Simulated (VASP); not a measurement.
Runs of VASP 6.6.1 on Sn. The structure is that of space group R-3m (No. 166), or close to it. The cells are those of the table. 

| level | cell | k mesh | grid for exact exchange (PRECFOCK) | share of exact exchange | screening parameter | gap on the mesh (eV) | pressure (GPa) | largest force (eV/Å) |
| --- | --- | --- | --- | --- | --- | --- | --- | --- |
| r2SCAN | a = 4.633 Å, angles 62.2°, 2 atoms | 6 × 6 × 6 | - | - | - | none | (b) | - |
| PBE | a = 4.633 Å, angles 62.2°, 2 atoms | 6 × 6 × 6 | - | - | - | none | 0.0 | 0.03 |
| PBE | a = 4.491 Å, angles 62.3°, 2 atoms | 6 × 6 × 6 | - | - | - | none | 4.1 | 0.07 |
| r2SCAN | a = 4.491 Å, angles 62.3°, 2 atoms | 6 × 6 × 6 | - | - | - | none | 2.5 | 0.01 |
| HSE06 | a = 4.633 Å, angles 62.2°, 2 atoms | 4 × 4 × 4 | Normal | 0.25 | 0.2079 1/Å | none | (a) | 0.03 |

Alike in all rows: task single point; potentials or basis VASP PAW PBE potentials, release 64 (Sn_d); no spin polarisation; cutoff (eV) 520; smearing fermi-dirac 0.02 eV.

Q: Estimate the missing entries.

A: (a) -1.3; (b) -1.5.

Caveats: some runs use coarse meshes; spin-orbit coupling is left out, which moves the levels of the heavy elements; the PAW data sets were made with another functional, which shifts forces and pressure a little (at least some runs); the cell stands under pressure (at least some runs).

A k mesh can miss the band edges, and the runs leave out spin-orbit coupling on Sn.

A gap of «none» marks levels without a gap at the run's occupations.
